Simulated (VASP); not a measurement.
Write the native input for VASP 6.6.1 that does the following.

| Quantity | Value |
| --- | --- |
| Task | single point |
| Functional | LDA |
| Potentials or basis | VASP PAW LDA potentials, release 64 (Si, O) |
| Cutoff | 520 eV |
| k mesh | 8 × 8 × 8 |
| Occupations | gaussian, width 0.05 eV |
| Spin | no spin polarisation |
| Dipole correction | no |
| Further INCAR settings | ALGO = Normal; EDIFF = 1e-06; NBANDS = 25 |

The structure of SiO2 lies in POSCAR:

```
SiO2
1.0
   -2.6526471301      2.6526471301      3.1400191290
    2.6526471301     -2.6526471301      3.1400191290
    2.6526471301      2.6526471301     -3.1400191290
Si O
2 4
Direct
    0.0000000000      0.0000000000      0.0000000000
    0.7500000000      0.2500000000      0.5000000000
    0.9742769968      0.6250000000      0.8492769968
    0.3750000000      0.2242769968      0.3492769968
    0.7757230032      0.1250000000      0.1507230032
    0.8750000000      0.0257230032      0.6507230032
```

This cell differs from its parent crystal: ratio of the length along z to the lengths across it x 0.8, volume and fractional coordinates fixed.

These files were run (other wordings do the same):

INCAR

```
SYSTEM = SiO2
PREC = Accurate ; ENCUT = 520
EDIFF = 1E-6 ; ISMEAR = 0
SIGMA = 0.05 ; LREAL = .False.
LASPH = .True. ; NELM = 100
ALGO = Normal ; ISIF = 2
LWAVE = .False. ; LCHARG = .False.
GGA = CA ; NBANDS = 25
```

KPOINTS

```
Automatic mesh
0
Gamma
  8 8 8
  0 0 0
```

Potentials or basis: VASP PAW LDA potentials, release 64 (Si, O).

Run with:

```console
$ cat potpaw_LDA.64/Si/POTCAR potpaw_LDA.64/O/POTCAR > POTCAR
$ mpirun -np 1 vasp_std > vasp.out
```

Results of the run:

```
Pressure               : -3.8 GPa
Largest force          : 0.347 eV/Å
Band gap on the k mesh : 5.40 eV
```

Caveat: the stress differs along the axes, from -7 to 2 GPa.

Wall time 65 s on 1 thread of AMD EPYC 9R45 (Zen 5) (shared host), peak memory 0.19 GiB.
